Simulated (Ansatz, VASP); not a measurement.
# AlCu2 in VASP and in Ansatz

```
Al Cu
1.0
     2.76634    0.00000    0.00000
    -1.38317    2.39572    0.00000
     0.00000    0.00000   11.93257
Al Cu
2 4
Cartesian
  0.0000 1.5971 3.9674
  0.0000 1.5971 7.9652
  1.3832 0.7986 1.9909
  1.3832 0.7986 5.9663
  1.3832 0.7986 9.9417
  0.0000 1.5971 0.0000
```

Alike in both runs: task relaxation of cell and atoms; functional PBE; k mesh 18 × 18 × 4; occupations gaussian, width 0.1 eV; no spin polarisation.

|  | VASP | Ansatz |
| --- | --- | --- |
| version | VASP 6.6.1 | Ansatz 0.2.0 |
| potentials or method | VASP PAW PBE potentials, release 64 (Al, Cu), cutoff 600 eV | scalar-relativistic, plane waves, PAW |
| valence electrons in the cell | 50 | 82 |

VASP gave:

```
gap on the k mesh at the Fermi level, each at its own relaxed structure (eV) : none
relaxed volume (Å³/atom)                                                     : 13.15
relaxed cell length with the largest relative difference (Å)                 : 12.272
```

Task: Which values does Ansatz return?

Result: gap on the k mesh at the Fermi level, each at its own relaxed structure (eV): none; relaxed volume (Å³/atom): 13.10; relaxed cell length with the largest relative difference (Å): 12.250.

A gap of «none» marks a metal or a gap that the smearing closes. VASP's potentials hold 50 valence electrons a cell and Ansatz's 82, so a difference there can come from the potentials and not from the codes.
